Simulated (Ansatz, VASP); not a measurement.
Two plane-wave programs on C

```
C
1.0
     0.00000    2.12700    3.34800
     1.22800    0.00000    3.34800
     1.22800    2.12700    0.00000
C
2
Direct
  0.16667 0.83333 0.16667
  0.83333 0.16667 0.83333
```

Alike in both runs: task single point; functional PBE; k mesh 8 × 8 × 8; occupations gaussian, width 0.02 eV; no spin polarisation.

```csv
,VASP,Ansatz
version,VASP 6.6.1,Ansatz 0.2.0
potentials or method,"VASP PAW PBE potentials, release 64 (C), cutoff 520 eV","scalar-relativistic, plane waves, PAW"
valence electrons in the cell,8,8
```

VASP gave:

```
gap on the k mesh at the Fermi level (eV)                     : 1.06
least direct gap on the mesh (eV)                             : 1.36
pressure (GPa)                                                : 5.0
traceless stress, the component that is largest in VASP (GPa) : -1.22
rms of the force components (eV/Å)                            : 0.026
```

Which values does Ansatz return?

gap on the k mesh at the Fermi level (eV): 1.06; least direct gap on the mesh (eV): 1.36; pressure (GPa): 4.6; traceless stress, the component that is largest in VASP (GPa): -0.69; rms of the force components (eV/Å): 0.026.

Atom by atom the forces differ by 0.000 eV/Å (rms over components). With one functional, cell and mesh, what is left measures potentials, basis and numerics.
